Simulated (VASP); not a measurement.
A run of VASP 6.6.1:

The input POSCAR:

```
Ti
1.0
   -1.6256096429      1.6256096429      1.6256096429
    1.6256096429     -1.6256096429      1.6256096429
    1.6256096429      1.6256096429     -1.6256096429
Ti
1
Direct
    0.0000000000      0.0000000000      0.0000000000
```

The input INCAR.step1:

```
PREC = Accurate ; ENCUT = 520
ISMEAR = -1 ; SIGMA = 0.05
LREAL = False ; LASPH = True
NELM = 150 ; ISPIN = 2
MAGMOM = 1.059 ; LMAXMIX = 4
NBANDS = 16 ; GGA = PE
ALGO = Normal ; EDIFF = 1E-4
LWAVE = True ; LCHARG = False
```

The input INCAR.step2:

```
PREC = Accurate ; ENCUT = 520
EDIFF = 1E-6 ; ISMEAR = -1
SIGMA = 0.05 ; LREAL = False
LASPH = True ; NELM = 150
ALGO = Normal ; ISIF = 2
LWAVE = False ; LCHARG = True
ISPIN = 2 ; MAGMOM = 1.059
LORBIT = 11 ; LMAXMIX = 4
METAGGA = R2SCAN ; LMIXTAU = True
LELF = True ; LVHAR = True
NBANDS = 16 ; ISTART = 1
```

KPOINTS

```
regular mesh
0
Gamma
  15 15 15
```

Potentials or basis: VASP PAW PBE potentials, release 64 (Ti_sv).

Launch:

```bash
$ cat potpaw_PBE.64/Ti_sv/POTCAR > POTCAR
$ cp INCAR.step1 INCAR
$ mpirun -np 1 vasp_std > vasp.out
$ cp INCAR.step2 INCAR
$ mpirun -np 1 vasp_std > vasp.out
```

Hardware: 1 thread of Intel(R) Xeon(R) 6975P-C (Granite Rapids), on a shared host.

Task: Estimate the wall time of this run.

Result: Wall time 2.1 min on 1 thread of Intel(R) Xeon(R) 6975P-C (Granite Rapids), on a shared host, peak memory 0.18 GiB. Counts: k points 120.
